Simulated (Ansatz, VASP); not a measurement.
**One calculation of Sr, two programs**

File INCAR:

```
SYSTEM = Sr
PREC = Accurate
ENCUT = 520
EDIFF = 1E-6
ISMEAR = 0
SIGMA = 0.1
LREAL = .FALSE.
LASPH = .TRUE.
NELM = 80
ALGO = Normal
ISIF = 2
LWAVE = .FALSE.
LCHARG = .FALSE.
GGA = PE
NBANDS = 39
```

The input KPOINTS:

```
regular mesh
0
G
  3 3 2
  0 0 0
```

POSCAR

```
Sr
1.0
    7.0725858000      0.0000000000      0.0000000000
   -3.5362929000      6.1250389700      0.0000000000
    0.0000000000      0.0000000000      8.7986699400
Sr
6
Direct
    0.0000000000      0.0000000000      0.7105909000
    0.0000000000      0.0000000000      0.2105909000
    0.3333333300      0.6666666700      0.3893810900
    0.6666666700      0.3333333300      0.8893810900
    0.3333333300      0.6666666700      0.8363179600
    0.6666666700      0.3333333300      0.3363179600
```

Input for Ansatz:

```yaml
crystal:
  lattice:
    - [7.0725858, 0.0, 0.0]
    - [-3.5362929, 6.12503897, 0.0]
    - [0.0, 0.0, 8.79866994]
  atoms:
    - { symbol: Sr, position: [0.0, 0.0, 0.7105909] }
    - { symbol: Sr, position: [0.0, 0.0, 0.2105909] }
    - { symbol: Sr, position: [0.33333333, 0.66666667, 0.38938109] }
    - { symbol: Sr, position: [0.66666667, 0.33333333, 0.88938109] }
    - { symbol: Sr, position: [0.33333333, 0.66666667, 0.83631796] }
    - { symbol: Sr, position: [0.66666667, 0.33333333, 0.33631796] }
basis:
  ecutwfc: 420
kpoints:
  mp_grid: { grid: [3, 3, 2] }
hamiltonian:
  xc: pbe
scf:
  occupations: { method: gaussian, width: 0.1 }
  lower_state_search: "off"
output:
  forces: true
  stress: true
  eigenvalues: true
```

Alike in both runs: task single point; functional PBE; k mesh 3 × 3 × 2; occupations gaussian, width 0.1 eV; no spin polarisation.

|  | VASP | Ansatz |
| --- | --- | --- |
| version | VASP 6.6.1 | Ansatz 0.2.0 |
| potentials or method | VASP PAW PBE potentials, release 64 (Sr_sv), cutoff 520 eV | scalar-relativistic, plane waves, PAW |
| valence electrons in the cell | 60 | 60 |

```tsv
	VASP	Ansatz	Ansatz less VASP
gap on the k mesh at the Fermi level (eV)	none	none	-
pressure (GPa)	-0.8	-0.8	0.00
traceless stress, the component that is largest in VASP (GPa)	-0.10	-0.10	-0.002
rms of the force components (eV/Å)	0.260	0.260	-0.0003
```

Atom by atom the forces differ by 0.000 eV/Å (rms over components). A gap of «none» marks a metal or a gap that the smearing closes. With one functional, cell and mesh, what is left measures potentials, basis and numerics.
